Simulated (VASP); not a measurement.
## Pt: single point with PBEsol

Pt:

```
CELL_PARAMETERS angstrom
-1.61194 1.58422 1.58422
1.61194 -1.58422 1.58422
1.61194 1.58422 -1.58422
ATOMIC_POSITIONS crystal
Pt 0.00000 0.00000 0.00000
```

This cell differs from its parent crystal: strain +0.0175 x Voigt [1, 0, 0, 0, 0, 0].

| Item | Value |
| --- | --- |
| Program | VASP 6.6.1 |
| Task | single point |
| Functional | PBEsol |
| Potentials or basis | VASP PAW PBE potentials, release 64 (Pt) |
| Cutoff | 520 eV |
| k mesh | 22 × 22 × 22 |
| Occupations | gaussian, width 0.15 eV |
| Spin | no spin polarisation |
| Dipole correction | no |
| Further INCAR settings | ALGO = Fast; EDIFF = 1e-07; NBANDS = 11 |

```yaml
Pressure: -14.8 GPa
Band_gap_on_the_k_mesh: zero (bands 5 and 6 overlap by 2.04 eV)
```

Stress tensor (GPa, compression positive):
```
-13.79   0.00   0.00
  0.00 -15.35   0.00
  0.00   0.00 -15.35
```

Levels at points of the mesh, in eV from the Fermi level:
```tsv
k point	band 2	band 3	band 4	band 5	band 6	band 7	band 8	band 9
(0.00, 0.00, 0.00)	-3.39	-3.39	-3.25	-1.01	-0.83	16.89	17.21	17.21
(0.50, 0.00, 0.00)	-4.82	-0.99	-0.57	0.37	1.04	6.18	13.10	15.34
(0.00, 0.50, 0.00)	-4.67	-1.18	-0.63	0.26	1.01	6.03	13.31	15.76
(0.50, 0.50, 0.50)	-5.83	0.49	0.54	0.54	7.23	7.74	7.74	12.37
```

It took 60 s on 1 thread of Intel(R) Xeon(R) Platinum 8559C (Emerald Rapids), with other jobs on the host, peak memory 0.27 GiB.

Caveat: the cell differs from its parent crystal (strain +0.0175 x Voigt [1, 0, 0, 0, 0, 0]); the cell stands under tension; the PAW data sets were made with another functional, which shifts forces and pressure a little; spin-orbit coupling is left out, which moves the levels of the heavy elements.
